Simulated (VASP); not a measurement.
Input of a VASP 6.6.1 run:

Contents of INCAR:

```
PREC = Accurate
ENCUT = 520
EDIFF = 1E-7
ISMEAR = 0
SIGMA = 0.02
LREAL = False
LASPH = True
NELM = 80
ALGO = Normal
ISIF = 2
LWAVE = False
LCHARG = False
GGA = PE
NBANDS = 26
```

File KPOINTS:

```
regular mesh
0
Gamma
  12 12 4
```

The input POSCAR:

```
ZnS
1.0
    3.9593889435      0.0000000000      0.0000000000
   -1.9796944718      3.4289314086      0.0000000000
    0.0000000000      0.0000000000      6.1911594862
Zn S
2 2
Direct
    0.3333333333      0.6666666667     -0.0023002354
    0.6666666667      0.3333333333      0.4976997646
    0.3333333333      0.6666666667      0.3773002354
    0.6666666667      0.3333333333      0.8773002354
```

Potentials or basis: VASP PAW PBE potentials, release 64 (Zn, S).

Run with:

```console
$ cat potpaw_PBE.64/Zn/POTCAR potpaw_PBE.64/S/POTCAR > POTCAR
$ mpirun -np 1 vasp_std > vasp.out
```

**Question.** Predict the pressure.

**Answer.** -2.3 GPa.

**Question.** What does it give for the band gap on the k mesh?

**Answer.** 1.89 eV.

Stress tensor (GPa, compression positive):
```
-3.81  0.00  0.00
 0.00 -3.81  0.00
 0.00  0.00  0.76
```

Caveat: the cell differs from its parent crystal (biaxial strain in the a-b plane: +3.0 %). A k mesh can miss the band edges.
